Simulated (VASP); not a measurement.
# Mo (R-3m) in VASP: further runs

Mo is run at these levels: PBE; tasks: single point.

Program: VASP 6.6.1. These are calculated values, not measurements. Logs are shortened: lines on timing, memory, paths and dates and some standing lists are left out, and cuts for length are marked.

## 1. The cell of the first run

Symmetry: R-3m, No. 166, trigonal system. Conventional cell: a = 6.502 Å, b = 6.502 Å, c = 16.632 Å, α = 90.00°, β = 90.00°, γ = 120.00°. Mo (site symmetry m) has 6 Mo at 2.21 to 2.39 Å within 2.9 Å. Mo (site symmetry m) has 7 Mo at 2.36 to 2.66 Å within 3.1 Å.

## 2. Single point, PBE

INCAR reads:

```
SYSTEM = Mo
PREC = Accurate
ENCUT = 520
EDIFF = 1E-7
ISMEAR = 0
SIGMA = 0.1
LREAL = .False.
LASPH = .True.
NELM = 100
ALGO = Normal
ISIF = 2
LWAVE = .False.
LCHARG = .True.
GGA = PE
LELF = .True.
LVHAR = .True.
NBANDS = 96
```

KPOINTS reads:

```
regular mesh
0
Gamma
  3 3 3
  0 0 0
```

POSCAR reads:

```
Mo
1.0
    3.2508997160      1.8769078261      5.5440914038
   -3.2508997160      1.8769078261      5.5440914038
    0.0000000000     -3.7538156522      5.5440914038
Mo
12
Direct
    0.0101900000      0.6536100000      0.0101900000
    0.0101900000      0.0101900000      0.6536100000
    0.6536100000      0.0101900000      0.0101900000
    0.9898100000      0.3463900000      0.9898100000
    0.3463900000      0.9898100000      0.9898100000
    0.9898100000      0.9898100000      0.3463900000
    0.2211800000      0.6306000000      0.2211800000
    0.2211800000      0.2211800000      0.6306000000
    0.6306000000      0.2211800000      0.2211800000
    0.7788200000      0.3694000000      0.7788200000
    0.3694000000      0.7788200000      0.7788200000
    0.7788200000      0.7788200000      0.3694000000
```

Potentials or basis: VASP PAW PBE potentials, release 64 (Mo_sv).

Started as:

```console
$ cat potpaw_PBE.64/Mo_sv/POTCAR > POTCAR
$ mpirun -np 1 vasp_std > vasp.out
```

OUTCAR:

```text
SYSTEM = Mo
   PREC = Accurate
   ENCUT = 520
   EDIFF = 1E-7
   ISMEAR = 0
   LREAL = .False.
   LASPH = .True.
   NELM = 100
   ISIF = 2
   GGA = PE

 ion  position               nearest neighbor table
   1  0.010  0.654  0.010-   4 2.21   2 2.32   3 2.32   7 2.38  11 2.39  12 2.39
   2  0.010  0.010  0.654-   6 2.21   3 2.32   1 2.32   8 2.38  10 2.39  11 2.39
   3  0.654  0.010  0.010-   5 2.21   2 2.32   1 2.32   9 2.38  10 2.39  12 2.39
   4  0.990  0.346  0.990-   1 2.21   6 2.32   5 2.32  10 2.38   9 2.39   8 2.39
   5  0.346  0.990  0.990-   3 2.21   6 2.32   4 2.32  11 2.38   7 2.39   8 2.39
   6  0.990  0.990  0.346-   2 2.21   4 2.32   5 2.32  12 2.38   9 2.39   7 2.39
   7  0.221  0.631  0.221-  11 2.36  12 2.36   1 2.38   5 2.39   6 2.39   8 2.66   9 2.66
   8  0.221  0.221  0.631-  10 2.36  11 2.36   2 2.38   4 2.39   5 2.39   7 2.66   9 2.66
   9  0.631  0.221  0.221-  10 2.36  12 2.36   3 2.38   4 2.39   6 2.39   8 2.66   7 2.66
  10  0.779  0.369  0.779-   9 2.36   8 2.36   4 2.38   3 2.39   2 2.39  12 2.66  11 2.66
  11  0.369  0.779  0.779-   7 2.36   8 2.36   5 2.38   1 2.39   2 2.39  12 2.66  10 2.66
  12  0.779  0.779  0.369-   7 2.36   9 2.36   6 2.38   3 2.39   1 2.39  10 2.66  11 2.66

  LATTYP: Found a trigonal (rhomboedric) cell.
 ALAT       =     6.6953776178
 COS(alpha) =     0.5284942553

  Lattice vectors:

 A1 = (   3.2508997160,   1.8769078261,   5.5440914038)
 A2 = (  -3.2508997160,   1.8769078261,   5.5440914038)
 A3 = (   0.0000000000,  -3.7538156522,   5.5440914038)

Analysis of symmetry for initial positions (statically):
=====================================================================
 Subroutine PRICEL returns:
 Original cell was already a primitive cell.

 Routine SETGRP: Setting up the symmetry group for a
 trigonal (rhombohedral) supercell.

 Subroutine GETGRP returns: Found 12 space group operations
 (whereof 12 operations were pure point group operations)
 out of a pool of 12 trial point group operations.

The static configuration has the point symmetry D_3d.

Analysis of symmetry for dynamics (positions and initial velocities):
=====================================================================
 Subroutine PRICEL returns:
 Original cell was already a primitive cell.

 Routine SETGRP: Setting up the symmetry group for a
 trigonal (rhombohedral) supercell.

 Subroutine GETGRP returns: Found 12 space group operations
 (whereof 12 operations were pure point group operations)
 out of a pool of 12 trial point group operations.

The dynamic configuration has the point symmetry D_3d.

 Subroutine INISYM returns: Found 12 space group operations
 (whereof 12 operations are pure point group operations),
 and found     1 'primitive' translations

----------------------------------------------------------------------------------------

                                     Primitive cell

  volume of cell :     202.9683

  direct lattice vectors                    reciprocal lattice vectors
     3.250899716  1.876907826  5.544091404     0.153803576  0.088798536  0.060124069
    -3.250899716  1.876907826  5.544091404    -0.153803576  0.088798536  0.060124069
     0.000000000 -3.753815652  5.544091404     0.000000000 -0.177597071  0.060124069

  length of vectors
     6.695377618  6.695377618  6.695377618     0.187498329  0.187498329  0.187498329

  position of ions in fractional coordinates (direct lattice)
     0.010190000  0.653610000  0.010190000
     0.010190000  0.010190000  0.653610000
     0.653610000  0.010190000  0.010190000
     0.989810000  0.346390000  0.989810000
     0.346390000  0.989810000  0.989810000
     0.989810000  0.989810000  0.346390000
     0.221180000  0.630600000  0.221180000
     0.221180000  0.221180000  0.630600000
     0.630600000  0.221180000  0.221180000
     0.778820000  0.369400000  0.778820000
     0.369400000  0.778820000  0.778820000
     0.778820000  0.778820000  0.369400000

  ion indices of the primitive-cell ions
   primitive index   ion index
                 1           1
                 2           2
                 3           3
                 4           4
                 5           5
                 6           6
                 7           7
                 8           8
                 9           9
                10          10
                11          11
                12          12

----------------------------------------------------------------------------------------

 KPOINTS: regular mesh

Automatic generation of k-mesh.
 Grid dimensions read from file:
 generate k-points for:    3    3    3

 Generating k-lattice:

  Cartesian coordinates                     Fractional coordinates (reciprocal lattice)
     0.051267859  0.029599512  0.020041356     0.333333333  0.000000000  0.000000000
    -0.051267859  0.029599512  0.020041356     0.000000000  0.333333333  0.000000000
[... 70 lines left out ...]
 non-spin polarized calculation
 Gauss-broadening in eV      SIGMA  =   0.10
  energy-cutoff  :      520.00
  volume of cell :      202.97
 maximum number of plane-waves:      5471
 NGX is ok and might be reduce to    50
   NGX = 25   NGY = 25   NGZ = 25

 number of electron     168.0000016 magnetization

 Free energy of the ion-electron system (eV)
  ---------------------------------------------------
  ext. energy  EPLUGINS =         0.00000000
  ---------------------------------------------------
  free energy    TOTEN  =       -98.63443228 eV

  energy without entropy =      -98.51307451  energy(sigma->0) =      -98.57375339

 E-fermi :  10.9570     XC(G=0): -12.3565

 val. band max:       10.9459813991   @ k =   0.3333   0.0000   0.0000
 cond. band min:      10.9639039493   @ k =   0.3333   0.3333  -0.0000
 fundamental gap:      0.0179225503
 Fermi energy:        10.9569505125

 k-point     1 :       0.0000    0.0000    0.0000
  band No.  band energies     occupation
      1     -50.3042      2.00000
      2     -49.6907      2.00000
      3     -49.6907      2.00000
      4     -49.6157      2.00000
      5     -49.5639      2.00000
      6     -49.5639      2.00000
[... 88 lines left out ...]
     95      12.9719      0.00000
     96      13.3965      0.00000

 k-point     2 :       0.3333    0.0000    0.0000
  band No.  band energies     occupation
      1     -50.2400      2.00000
      2     -49.8748      2.00000
      3     -49.7084      2.00000
      4     -49.6929      2.00000
      5     -49.5639      2.00000
      6     -49.5175      2.00000
[... 88 lines left out ...]
     95      12.9071      0.00000
     96      13.3957      0.00000

 k-point     3 :       0.3333    0.3333   -0.0000
  band No.  band energies     occupation
      1     -50.2012      2.00000
      2     -49.8965      2.00000
      3     -49.8021      2.00000
      4     -49.7500      2.00000
      5     -49.5337      2.00000
      6     -49.3906      2.00000
[... 88 lines left out ...]
     95      12.6454      0.00000
     96      13.0594      0.00000

 k-point     4 :      -0.3333    0.3333    0.0000
  band No.  band energies     occupation
      1     -50.1693      2.00000
      2     -49.9384      2.00000
      3     -49.8245      2.00000
      4     -49.7344      2.00000
      5     -49.5241      2.00000
      6     -49.4259      2.00000
[... 88 lines left out ...]
     95      12.7810      0.00000
     96      13.0640      0.00000

 k-point     5 :       0.3333    0.3333    0.3333
  band No.  band energies     occupation
      1     -50.1983      2.00000
      2     -49.9196      2.00000
      3     -49.8004      2.00000
      4     -49.8004      2.00000
      5     -49.3814      2.00000
      6     -49.3814      2.00000
[... 88 lines left out ...]
     95      13.1788      0.00000
     96      13.1788      0.00000

 k-point     6 :      -0.3333    0.3333    0.3333
  band No.  band energies     occupation
      1     -50.1293      2.00000
      2     -49.9821      2.00000
      3     -49.8404      2.00000
      4     -49.8020      2.00000
      5     -49.4201      2.00000
      6     -49.3823      2.00000
[... 88 lines left out ...]
     95      12.9895      0.00000
     96      13.3352      0.00000

------------------------ aborting loop because EDIFF is reached ----------------------------------------

  FORCE on cell =-STRESS in cart. coord.  units (eV):
  Direction    XX          YY          ZZ          XY          YZ          ZX
  --------------------------------------------------------------------------------------
  -------------------------------------------------------------------------------------
  Total       81.6133561     81.6133561    108.8856241     -0.0000000     -0.0000000     -0.0000000
  in kB      644.2340425    644.2340425    859.5140437     -0.0000000     -0.0000000     -0.0000000
  external PRESSURE =     715.9940429 kB  Pullay stress =       0.0000000 kB

 VOLUME and BASIS-vectors are now :
 -----------------------------------------------------------------------------
  energy-cutoff  :      520.00
  volume of cell :      202.97
      direct lattice vectors                 reciprocal lattice vectors
     3.250899716  1.876907826  5.544091404     0.153803576  0.088798536  0.060124069
    -3.250899716  1.876907826  5.544091404    -0.153803576  0.088798536  0.060124069
     0.000000000 -3.753815652  5.544091404     0.000000000 -0.177597071  0.060124069

 POSITION                                       TOTAL-FORCE (eV/Angst)
 -----------------------------------------------------------------------------------
     -2.09169      1.20764      3.73666         3.001496     -1.732915     -2.144886
      0.00000     -2.41528      3.73666        -0.000000      3.465829     -2.144886
      2.09169      1.20764      3.73666        -3.001496     -1.732915     -2.144886
      2.09169     -1.20764     12.89561        -3.001496      1.732915      2.144886
     -2.09169     -1.20764     12.89561         3.001496      1.732915      2.144886
      0.00000      2.41528     12.89561        -0.000000     -3.465829      2.144886
     -1.33098      0.76844      5.94859         5.837317     -3.370176      1.046217
      0.00000     -1.53689      5.94859        -0.000000      6.740353      1.046217
      1.33098      0.76844      5.94859        -5.837317     -3.370176      1.046217
      1.33098     -0.76844     10.68369        -5.837317      3.370176     -1.046217
     -1.33098     -0.76844     10.68369         5.837317      3.370176     -1.046217
      0.00000      1.53689     10.68369        -0.000000     -6.740353     -1.046217
 -----------------------------------------------------------------------------------
    total drift:                               -0.000000     -0.000000      0.000000

  FREE ENERGIE OF THE ION-ELECTRON SYSTEM (eV)
  ---------------------------------------------------
  free  energy   TOTEN  =       -98.6344322758 eV

  energy  without entropy=      -98.5130745098  energy(sigma->0) =      -98.57375339
```

Wall time 98 s (1 thread of Intel Xeon 6975P-C (Granite Rapids), shared host); peak memory 0.37 GiB.

What came out:

```yaml
Free_energy: -98.6344 eV
Pressure: 71.6 GPa
Largest_force: 6.821 eV/Å
Band_gap_on_the_k_mesh: zero (bands 84 and 85 overlap by 0.07 eV)
```

Forces in eV/Å, atoms in the order of the input:
```
Mo   3.001 -1.733 -2.145
Mo   0.000  3.466 -2.145
Mo  -3.001 -1.733 -2.145
Mo  -3.001  1.733  2.145
Mo   3.001  1.733  2.145
Mo   0.000 -3.466  2.145
Mo   5.837 -3.370  1.046
Mo   0.000  6.740  1.046
Mo  -5.837 -3.370  1.046
Mo  -5.837  3.370 -1.046
Mo   5.837  3.370 -1.046
Mo   0.000 -6.740 -1.046
```

Stress tensor (GPa, compression positive):
```
64.42  0.00  0.00
 0.00 64.42  0.00
 0.00  0.00 85.95
```

Levels at points of the mesh, in eV from the Fermi level:
```csv
k point,band 81,band 82,band 83,band 84,band 85,band 86
"(0.00, 0.00, 0.00)",-0.47,-0.29,-0.11,0.05,0.11,0.11
```

Caveat: the k points lie up to 0.39 Å⁻¹ apart; forces of over 1 eV/Å act on the atoms, so gaps and moduli don't describe the material at rest.

## 3. Single point, PBE

This run uses another cell than the first one, of 18.93 Å³/atom.

INCAR reads:

```
ALGO = Normal
EDIFF = 1E-6
ENCUT = 520
GGA = PE
ISIF = 2
ISMEAR = 0
LASPH = True
LCHARG = True
LELF = True
LREAL = False
LVHAR = True
LWAVE = False
NBANDS = 96
NELM = 100
PREC = Accurate
SIGMA = 0.1
```

KPOINTS reads:

```
k-points
0
Gamma
  6 6 6
```

POSCAR reads:

```
Mo
1.0
    2.6964323075      1.5567859186      9.0170655575
   -2.6964323075      1.5567859186      9.0170655575
    0.0000000000     -3.1135718372      9.0170655574
Mo
12
Direct
    0.0438237910      0.5515138535      0.0438237910
    0.0438237910      0.0438237910      0.5515138535
    0.5515138535      0.0438237910      0.0438237910
    0.9561762090      0.4484861465      0.9561762090
    0.4484861465      0.9561762090      0.9561762090
    0.9561762090      0.9561762090      0.4484861465
    0.2090497249      0.7023818303      0.2090497249
    0.2090497249      0.2090497249      0.7023818303
    0.7023818303      0.2090497249      0.2090497249
    0.7909502751      0.2976181697      0.7909502751
    0.2976181697      0.7909502751      0.7909502751
    0.7909502751      0.7909502751      0.2976181697
```

Potentials or basis: VASP PAW PBE potentials, release 64 (Mo_sv).

Started as:

```console
$ cat potpaw_PBE.64/Mo_sv/POTCAR > POTCAR
$ mpirun -np 1 vasp_std > vasp.out
```

Wall time 18 min (1 thread of Intel Xeon 6975P-C (Granite Rapids), shared host); peak memory 0.98 GiB.

Results (log left out):

```yaml
Free_energy: -117.7839 eV
Pressure: 0.4 GPa
Largest_force: 0.015 eV/Å
Band_gap_on_the_k_mesh: zero (bands 84 and 85 overlap by 1.45 eV)
```

Forces in eV/Å, atoms in the order of the input:
```
Mo   0.008 -0.005  0.012
Mo   0.000  0.010  0.012
Mo  -0.008 -0.005  0.012
Mo  -0.008  0.005 -0.012
Mo   0.008  0.005 -0.012
Mo   0.000 -0.010 -0.012
Mo   0.005 -0.003  0.003
Mo   0.000  0.006  0.003
Mo  -0.005 -0.003  0.003
Mo  -0.005  0.003 -0.003
Mo   0.005  0.003 -0.003
Mo   0.000 -0.006 -0.003
```

Stress tensor (GPa, compression positive):
```
0.36 0.00 0.00
0.00 0.36 0.00
0.00 0.00 0.49
```

Levels at points of the mesh, in eV from the Fermi level:
| k point | band 81 | band 82 | band 83 | band 84 | band 85 | band 86 |
| --- | --- | --- | --- | --- | --- | --- |
| (0.00, 0.00, 0.00) | 0.55 | 0.55 | 0.97 | 1.07 | 1.07 | 1.31 |
| (0.50, 0.00, 0.00) | -0.74 | -0.74 | -0.56 | -0.28 | -0.24 | 0.11 |
| (0.50, 0.50, 0.00) | -0.93 | -0.76 | -0.58 | -0.46 | -0.38 | 0.12 |
| (0.50, 0.50, 0.50) | 0.25 | 0.25 | 0.88 | 0.88 | 0.93 | 0.93 |

## 4. Single point, PBE

This run uses another cell than the first one, of 18.74 Å³/atom.

INCAR reads:

```
  PREC = Accurate
  ENCUT = 520
  EDIFF = 1E-6
  ISMEAR = 0
  SIGMA = 0.1
  LREAL = F
  LASPH = T
  NELM = 100
  ALGO = Normal
  ISIF = 2
  LWAVE = F
  LCHARG = T
  GGA = PE
  LELF = T
  LVHAR = T
  NBANDS = 96
```

KPOINTS reads:

```
regular mesh
0
Gamma
  3 3 3
```

POSCAR reads:

```
Mo
1.0
    2.6552474580      1.5330078346      9.2072930542
   -2.6552474580      1.5330078346      9.2072930542
    0.0000000000     -3.0660156693      9.2072930542
Mo
12
Direct
    0.0450132126      0.5487165436      0.0450132126
    0.0450132126      0.0450132126      0.5487165436
    0.5487165436      0.0450132126      0.0450132126
    0.9549867874      0.4512834564      0.9549867874
    0.4512834564      0.9549867874      0.9549867874
    0.9549867874      0.9549867874      0.4512834564
    0.2081469486      0.7052047484      0.2081469486
    0.2081469486      0.2081469486      0.7052047484
    0.7052047484      0.2081469486      0.2081469486
    0.7918530514      0.2947952516      0.7918530514
    0.2947952516      0.7918530514      0.7918530514
    0.7918530514      0.7918530514      0.2947952516
```

Started as:

```console
$ cat potpaw_PBE.64/Mo_sv/POTCAR > POTCAR
$ mpirun -np 1 vasp_std > vasp.out
```

It took 3.6 min on 1 thread of Intel Xeon 6975P-C (Granite Rapids), shared host; peak memory 0.72 GiB.

The run converged. Its results:

* Free energy: -118.1841 eV
* Pressure: 0.3 GPa
* Largest force: 0.020 eV/Å
* Band gap on the k mesh: zero (bands 84 and 85 overlap by 1.55 eV)

Forces on the atoms (eV/Å):
```
Mo   0.010 -0.006  0.017
Mo   0.000  0.011  0.017
Mo  -0.010 -0.006  0.017
Mo  -0.010  0.006 -0.017
Mo   0.010  0.006 -0.017
Mo   0.000 -0.011 -0.017
Mo  -0.010  0.006  0.003
Mo   0.000 -0.012  0.003
Mo   0.010  0.006  0.003
Mo   0.010 -0.006 -0.003
Mo  -0.010 -0.006 -0.003
Mo   0.000  0.012 -0.003
```

Levels at points of the mesh, in eV from the Fermi level:
```
           k point  band 79  band 80  band 81  band 82  band 83  band 84  band 85  band 86  band 87  band 88
(0.00, 0.00, 0.00)    -0.62    -0.62     0.52     0.52     1.01     1.05     1.14     1.31     1.31     1.59
```

Caveat: the k points lie up to 0.46 Å⁻¹ apart, too coarse for converged energies and pressures of a metal.

## 5. Summary

| cell | k mesh | gap on the mesh (eV) | pressure (GPa) | largest force (eV/Å) |
| --- | --- | --- | --- | --- |
| a = 6.695 Å, angles 58.1°, 12 atoms, atomic positions A | 3 × 3 × 3 | none | 71.6 | 6.82 |
| a = 9.539 Å, angles 32.8°, 12 atoms, atomic positions B | 6 × 6 × 6 | none | 0.4 | 0.02 |
| a = 9.704 Å, angles 31.8°, 12 atoms, atomic positions C | 3 × 3 × 3 | none | 0.3 | 0.02 |

Alike in all rows: task single point; level PBE; potentials or basis VASP PAW PBE potentials, release 64 (Mo_sv); no spin polarisation; cutoff (eV) 520; smearing gaussian 0.1 eV.

Caveats: some runs use coarse meshes; forces of over 1 eV/Å act on the atoms, so gaps and moduli don't describe the material at rest (at least some runs).

Absolute energies hang on the potentials; compare differences alone.

The gap in the log of VASP goes by the Fermi energy; the results here count the filled bands.